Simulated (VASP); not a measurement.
# TaN (P6_3mc) in VASP: a series of runs

The runs below take TaN through single point, with r2SCAN.

All numbers are computed with VASP 6.6.1; they aren't measurements. Logs are shortened: lines on timing, memory, paths and dates and some standing lists are left out, and cuts for length are marked.

## 1. The cell of the first run

It takes space group P6_3mc (No. 186, hexagonal). The conventional cell has a = 3.276 Å, b = 3.276 Å, c = 5.923 Å, α = 90.00°, β = 90.00°, γ = 120.00°. Ta (site symmetry 3m) has 4 N at 1.96 to 2.14 Å within 2.6 Å. Within 2.6 Å of N (site symmetry 3m) lie 4 Ta at 1.96 to 2.14 Å.

## 2. Single point, r2SCAN (biaxial strain in the a-b plane: +4.5 %)

Contents of POSCAR:

```
TaN
1.0
    3.2755095321      0.0000000000      0.0000000000
   -1.6377547660      2.8366744651      0.0000000000
    0.0000000000      0.0000000000      5.9225118167
Ta N
2 2
Direct
    0.3333333333      0.6666666667      0.0272453897
    0.6666666667      0.3333333333      0.5272453897
    0.3333333333      0.6666666667      0.3577546103
    0.6666666667      0.3333333333      0.8577546103
```

Contents of INCAR.step1:

```
PREC     = Accurate       # precision mode
ENCUT    = 520            # plane-wave cutoff, eV
ISMEAR   = 0              # smearing method
SIGMA    = 0.1            # smearing width, eV
LREAL    = False          # projectors in reciprocal space
LASPH    = True           # aspherical terms in the spheres
NELM     = 60             # most SCF steps
NBANDS   = 24             # bands
GGA      = PE             # functional
ALGO     = Normal         # electronic algorithm
EDIFF    = 1E-4           # SCF threshold, eV
LWAVE    = True           # write WAVECAR
LCHARG   = False          # write CHGCAR
```

Contents of INCAR.step2:

```
PREC     = Accurate       # precision mode
ENCUT    = 520            # plane-wave cutoff, eV
EDIFF    = 1E-7           # SCF threshold, eV
ISMEAR   = 0              # smearing method
SIGMA    = 0.1            # smearing width, eV
LREAL    = False          # projectors in reciprocal space
LASPH    = True           # aspherical terms in the spheres
NELM     = 60             # most SCF steps
ALGO     = Normal         # electronic algorithm
ISIF     = 2              # what is computed and relaxed
LWAVE    = False          # write WAVECAR
LCHARG   = False          # write CHGCAR
METAGGA  = R2SCAN         # meta-GGA
LMIXTAU  = True         
NBANDS   = 24             # bands
ISTART   = 1
```

Contents of KPOINTS:

```
Automatic mesh
0
Gamma
  18 18 10
```

Potentials or basis: VASP PAW PBE potentials, release 64 (Ta_pv, N).

Started as:

```
$ cat potpaw_PBE.64/Ta_pv/POTCAR potpaw_PBE.64/N/POTCAR > POTCAR
$ cp INCAR.step1 INCAR
$ mpirun -np 1 vasp_std > vasp.out
$ cp INCAR.step2 INCAR
$ mpirun -np 1 vasp_std > vasp.out
```

OUTCAR:

```text
PREC = Accurate
   ENCUT = 520
   EDIFF = 1E-7
   ISMEAR = 0
   LREAL = False
   LASPH = True
   NELM = 60
   ISIF = 2
   METAGGA = R2SCAN
   ISTART = 1

 ion  position               nearest neighbor table
   1  0.333  0.667  0.027-   3 1.96   4 2.14   4 2.14   4 2.14   2 3.51   2 3.51   2 3.51   2 3.51
                             2 3.51   2 3.51
   2  0.667  0.333  0.527-   4 1.96   3 2.14   3 2.14   3 2.14   1 3.51   1 3.51   1 3.51   1 3.51
                             1 3.51   1 3.51
   3  0.333  0.667  0.358-   1 1.96   2 2.14   2 2.14   2 2.14
   4  0.667  0.333  0.858-   2 1.96   1 2.14   1 2.14   1 2.14

  LATTYP: Found a hexagonal cell.
 ALAT       =     3.2755095321
 C/A-ratio  =     1.8081192433

  Lattice vectors:

 A1 = (   3.2755095321,   0.0000000000,   0.0000000000)
 A2 = (  -1.6377547660,   2.8366744651,   0.0000000000)
 A3 = (   0.0000000000,   0.0000000000,   5.9225118167)

Analysis of symmetry for initial positions (statically):
=====================================================================
 Subroutine PRICEL returns:
 Original cell was already a primitive cell.

 Routine SETGRP: Setting up the symmetry group for a
 hexagonal supercell.

 Subroutine GETGRP returns: Found 12 space group operations
 (whereof  6 operations were pure point group operations)
 out of a pool of 24 trial point group operations.

The static configuration has the point symmetry C_3v.
 The point group associated with its full space group is C_6v.

Analysis of symmetry for dynamics (positions and initial velocities):
=====================================================================
 Subroutine PRICEL returns:
 Original cell was already a primitive cell.

 Routine SETGRP: Setting up the symmetry group for a
 hexagonal supercell.

 Subroutine GETGRP returns: Found 12 space group operations
 (whereof  6 operations were pure point group operations)
 out of a pool of 24 trial point group operations.

The dynamic configuration has the point symmetry C_3v.
 The point group associated with its full space group is C_6v.

 Subroutine INISYM returns: Found 12 space group operations
 (whereof  6 operations are pure point group operations),
 and found     1 'primitive' translations

----------------------------------------------------------------------------------------

                                     Primitive cell

  volume of cell :      55.0293

  direct lattice vectors                    reciprocal lattice vectors
     3.275509532  0.000000000  0.000000000     0.305296013  0.176262735  0.000000000
    -1.637754766  2.836674465  0.000000000     0.000000000  0.352525470  0.000000000
     0.000000000  0.000000000  5.922511817     0.000000000  0.000000000  0.168847278

  length of vectors
     3.275509532  3.275509532  5.922511817     0.352525470  0.352525470  0.168847278

  position of ions in fractional coordinates (direct lattice)
     0.333333333  0.666666667  0.027245390
     0.666666667  0.333333333  0.527245390
     0.333333333  0.666666667  0.357754610
     0.666666667  0.333333333  0.857754610

  ion indices of the primitive-cell ions
   primitive index   ion index
                 1           1
                 2           2
                 3           3
                 4           4

----------------------------------------------------------------------------------------

 KPOINTS: Automatic mesh

Automatic generation of k-mesh.
 Grid dimensions read from file:
 generate k-points for:   18   18   10

 Generating k-lattice:

  Cartesian coordinates                     Fractional coordinates (reciprocal lattice)
     0.016960890  0.009792374  0.000000000     0.055555556 -0.000000000  0.000000000
     0.000000000  0.019584748  0.000000000     0.000000000  0.055555556  0.000000000
     0.000000000  0.000000000  0.016884728     0.000000000  0.000000000  0.100000000

  Length of vectors
     0.019584748  0.019584748  0.016884728

  Shift w.r.t. Gamma in fractional coordinates (k-lattice)
     0.000000000  0.000000000  0.000000000

 Subroutine IBZKPT returns following result:
 ===========================================

 Found    222 irreducible k-points:

 Following reciprocal coordinates:
            Coordinates               Weight
  0.000000  0.000000  0.000000      1.000000
  0.055556  0.000000  0.000000      6.000000
  0.111111  0.000000  0.000000      6.000000
  0.166667  0.000000  0.000000      6.000000
  0.222222 -0.000000  0.000000      6.000000
  0.277778  0.000000  0.000000      6.000000
[... 16 lines left out ...]
  0.333333  0.111111  0.000000     12.000000
  0.388889  0.111111  0.000000     12.000000
 [... further k-points ...]
   k-points           NKPTS =    222   k-points in BZ     NKDIM =    222   number of bands    NBANDS=     24
   number of dos      NEDOS =    301   number of ions     NIONS =      4
   total plane-waves  NPLWV =  27648
   dimension x,y,z NGX =    24 NGY =   24 NGZ =   48
   dimension x,y,z NGXF=    48 NGYF=   48 NGZF=   96
   ions per type =               2   2
   NGX,Y,Z   is equivalent  to a cutoff of  12.18, 12.18, 13.47 a.u.
   NGXF,Y,Z  is equivalent  to a cutoff of  24.36, 24.36, 26.95 a.u.
 SYSTEM =  unknown system
   PREC   = accura    normal or accurate (medium, high low for compatibility)
   ISTART =      1    job   : 0-new  1-cont  2-samecut
   ICHARG =      0    charge: 1-file 2-atom 10-const
   ISPIN  =      1    spin polarized calculation?
   LNONCOLLINEAR =      F non collinear calculations
   LSORBIT =      F    spin-orbit coupling
   LASPH  =      T    aspherical Exc in radial PAW
   ENCUT  =  520.0 eV  38.22 Ry    6.18 a.u.   6.09  6.09 11.01*2*pi/ulx,y,z
   NELM   =     60;   NELMIN=  2; NELMDL=  0     # of ELM steps
   EDIFF  = 0.1E-06   stopping-criterion for ELM
   LREAL  =      F    real-space projection
   EDIFFG = 0.1E-05   stopping-criterion for IOM
   NSW    =      0    number of steps for IOM
   IBRION =     -1    ionic relax: 0-MD 1-quasi-New 2-CG
   NFREE  =      0    steps in history (QN), initial steepest desc. (CG)
   ISIF   =      2    stress and relaxation
   ISYM   =      2    0-nonsym 1-usesym 2-fastsym
   POTIM  = 0.5000    time-step for ionic-motion
   TEBEG  =    0.0;   TEEND  =   0.0 temperature during run
   PSTRESS=    0.0 pullay stress
   NELECT =      32.0000    total number of electrons
   NUPDOWN=      -1.0000    fix difference up-down
   EMIN   =  10.00;   EMAX   =-10.00  energy-range for DOS
   EFERMI =   0.00;   METHOD = LEGACY
   ISMEAR =     0;   SIGMA  =   0.10  broadening in eV -4-tet -1-fermi 0-gaus
   EFERMI_NEDOS =   21; number of points for ismear=-14 and -15
   IALGO  =     38    algorithm
   IMIX   =      4    mixing-type and parameters
     AMIX     =   0.40;   BMIX     =  1.00
     AMIX_MAG =   1.60;   BMIX_MAG =  1.00
  volume/ion in A,a.u.               =      13.76        92.84
  Fermi-wavevector in a.u.,A,eV,Ry     =   1.366449  2.582214 25.404561  1.867183
  Thomas-Fermi vector in A             =   2.492589
   LORBIT       =      0    0 simple, 1 ext, 2 COOP (PROOUT), +10 PAW based schemes
   METAGGA = R2SCAN    functional components
   LHFCALC =     F    Hartree Fock is set to
   AEXX    =    0.0000 exact exchange contribution
   IVDW    =     0    specifies the selected vdW correction
   LEPSILON=     F    determine dielectric tensor
   LRPA    =     F    only Hartree local field effects (RPA)
 non-spin polarized calculation
 Gauss-broadening in eV      SIGMA  =   0.10
  energy-cutoff  :      520.00
  volume of cell :       55.03
 maximum number of plane-waves:      1518
   NGX = 13   NGY = 13   NGZ = 23

 number of electron      31.9999997 magnetization

 Free energy of the ion-electron system (eV)
  ---------------------------------------------------
  ext. energy  EPLUGINS =         0.00000000
  ---------------------------------------------------
  free energy    TOTEN  =      -118.90279492 eV

  energy without entropy =     -118.89780797  energy(sigma->0) =     -118.90030144

 E-fermi :   6.1661     XC(G=0): -12.6793

 val. band max:        6.1646487216   @ k =   0.0000   0.0000   0.1000
 cond. band min:       6.1715730879   @ k =   0.0556   0.0556   0.0000
 fundamental gap:      0.0069243663
 Fermi energy:         6.1661381379

 k-point     1 :       0.0000    0.0000    0.0000
  band No.  band energies     occupation
      1     -30.9774      2.00000
      2     -30.6220      2.00000
      3     -30.4637      2.00000
      4     -30.4637      2.00000
      5     -30.4274      2.00000
      6     -30.4274      2.00000
[... 16 lines left out ...]
     23      11.1871      0.00000
     24      12.7824      0.00000

 k-point     2 :       0.0556    0.0000    0.0000
  band No.  band energies     occupation
      1     -30.9735      2.00000
      2     -30.6226      2.00000
      3     -30.4752      2.00000
      4     -30.4667      2.00000
      5     -30.4396      2.00000
      6     -30.4296      2.00000
[... 16 lines left out ...]
     23      11.3927      0.00000
     24      12.5560      0.00000

 k-point     3 :       0.1111    0.0000    0.0000
  band No.  band energies     occupation
      1     -30.9620      2.00000
      2     -30.6245      2.00000
      3     -30.5081      2.00000
      4     -30.4754      2.00000
      5     -30.4746      2.00000
      6     -30.4362      2.00000
[... 16 lines left out ...]
     23      11.9451      0.00000
     24      12.3071      0.00000

 k-point     4 :       0.1667    0.0000    0.0000
  band No.  band energies     occupation
      1     -30.9440      2.00000
      2     -30.6279      2.00000
      3     -30.5582      2.00000
      4     -30.5276      2.00000
      5     -30.4885      2.00000
      6     -30.4464      2.00000
[... 16 lines left out ...]
     23      12.0453      0.00000
     24      12.7341      0.00000

 k-point     5 :       0.2222   -0.0000    0.0000
  band No.  band energies     occupation
      1     -30.9212      2.00000
      2     -30.6335      2.00000
      3     -30.6189      2.00000
      4     -30.5913      2.00000
      5     -30.5044      2.00000
      6     -30.4590      2.00000
[... 16 lines left out ...]
     23      11.7871      0.00000
     24      13.0967      0.00000

 k-point     6 :       0.2778    0.0000    0.0000
  band No.  band energies     occupation
      1     -30.8960      2.00000
      2     -30.6826      2.00000
      3     -30.6583      2.00000
      4     -30.6404      2.00000
      5     -30.5212      2.00000
      6     -30.4725      2.00000
[... 16 lines left out ...]
     23      11.5216      0.00000
     24      12.8555      0.00000
[... 379 lines left out ...]
 k-point    21 :       0.2222    0.1111    0.0000
  band No.  band energies     occupation
      1     -30.8875      2.00000
      2     -30.6854      2.00000
      3     -30.6704      2.00000
      4     -30.6438      2.00000
      5     -30.5358      2.00000
      6     -30.4924      2.00000
[... 16 lines left out ...]
     23      11.4723      0.00000
     24      12.7455      0.00000

 k-point    22 :       0.2778    0.1111    0.0000
  band No.  band energies     occupation
      1     -30.8646      2.00000
      2     -30.7372      2.00000
      3     -30.7190      2.00000
      4     -30.6542      2.00000
      5     -30.5563      2.00000
      6     -30.5086      2.00000
[... 16 lines left out ...]
     23      11.3644      0.00000
     24      12.1713      0.00000

 k-point    23 :       0.3333    0.1111    0.0000
  band No.  band energies     occupation
      1     -30.8504      2.00000
      2     -30.7753      2.00000
      3     -30.7542      2.00000
      4     -30.6660      2.00000
      5     -30.5730      2.00000
      6     -30.5218      2.00000
[... 16 lines left out ...]
     23      11.6024      0.00000
     24      11.7468      0.00000

 k-point    24 :       0.3889    0.1111    0.0000
  band No.  band energies     occupation
      1     -30.8512      2.00000
      2     -30.7968      2.00000
      3     -30.7669      2.00000
      4     -30.6768      2.00000
      5     -30.5838      2.00000
      6     -30.5303      2.00000
[... 16 lines left out ...]
     23      11.2694      0.00000
     24      11.9733      0.00000

 [... further k-points ...]

------------------------ aborting loop because EDIFF is reached ----------------------------------------

  FORCE on cell =-STRESS in cart. coord.  units (eV):
  Direction    XX          YY          ZZ          XY          YZ          ZX
  --------------------------------------------------------------------------------------
  -------------------------------------------------------------------------------------
  Total       -5.1239305     -5.1239305      0.0194051     -0.0000000      0.0000000      0.0000000
  in kB     -149.1830591   -149.1830591      0.5649786     -0.0000000      0.0000000      0.0000000
  external PRESSURE =     -99.2670466 kB  Pullay stress =       0.0000000 kB

 VOLUME and BASIS-vectors are now :
 -----------------------------------------------------------------------------
  energy-cutoff  :      520.00
  volume of cell :       55.03
      direct lattice vectors                 reciprocal lattice vectors
     3.275509532  0.000000000  0.000000000     0.305296013  0.176262735  0.000000000
    -1.637754766  2.836674465  0.000000000     0.000000000  0.352525470  0.000000000
     0.000000000  0.000000000  5.922511817     0.000000000  0.000000000  0.168847278

 POSITION                                       TOTAL-FORCE (eV/Angst)
 -----------------------------------------------------------------------------------
     -0.00000      1.89112      0.16136        -0.000000     -0.000000     -0.332839
      1.63775      0.94556      3.12262         0.000000      0.000000     -0.332839
     -0.00000      1.89112      2.11881         0.000000      0.000000      0.332839
      1.63775      0.94556      5.08006        -0.000000      0.000000      0.332839
 -----------------------------------------------------------------------------------
    total drift:                               -0.000000      0.000000      0.000550

  FREE ENERGIE OF THE ION-ELECTRON SYSTEM (eV)
  ---------------------------------------------------
  free  energy   TOTEN  =      -118.9027949165 eV

  energy  without entropy=     -118.8978079696  energy(sigma->0) =     -118.90030144
```

It took 10 min on 1 thread of Intel Xeon Platinum 8488C (Sapphire Rapids), shared host; peak memory 0.37 GiB.

What came out:

```
Free energy            : -118.9028 eV
Pressure               : -9.9 GPa
Largest force          : 0.333 eV/Å
Band gap on the k mesh : zero (bands 16 and 17 overlap by 0.67 eV)
```

Forces on the atoms (eV/Å):
```
Ta   0.000  0.000 -0.333
Ta   0.000  0.000 -0.333
N    0.000  0.000  0.333
N    0.000  0.000  0.333
```

Stress tensor (GPa, compression positive):
```
-14.92   0.00   0.00
  0.00 -14.92   0.00
  0.00   0.00   0.06
```

Levels at points of the mesh, in eV from the Fermi level:
| k point | band 12 | band 13 | band 14 | band 15 | band 16 | band 17 | band 18 | band 19 | band 20 | band 21 |
| --- | --- | --- | --- | --- | --- | --- | --- | --- | --- | --- |
| (0.00, 0.00, 0.00) | -5.99 | -5.05 | -5.05 | -0.84 | -0.66 | -0.05 | -0.05 | 2.02 | 2.02 | 2.93 |
| (0.50, 0.00, 0.00) | -6.08 | -5.20 | -4.15 | -2.11 | -0.70 | 1.20 | 1.99 | 2.54 | 2.79 | 3.32 |
| (0.00, 0.00, 0.50) | -5.58 | -5.58 | -5.58 | 0.43 | 0.43 | 0.92 | 0.92 | 0.92 | 0.92 | 4.60 |
| (0.50, 0.00, 0.50) | -5.71 | -5.25 | -5.25 | -0.75 | -0.75 | 1.56 | 1.56 | 2.79 | 2.79 | 4.07 |

Caveat: the cell differs from its parent crystal (biaxial strain in the a-b plane: +4.5 %); the stress differs along the axes, from -15 to 0 GPa; the PAW data sets were made with another functional, which shifts forces and pressure a little; spin-orbit coupling is left out, which moves the levels of the heavy elements.

(Part 1 of 2 ends here.)

The gap in the log of VASP goes by the Fermi energy; the results here count the filled bands.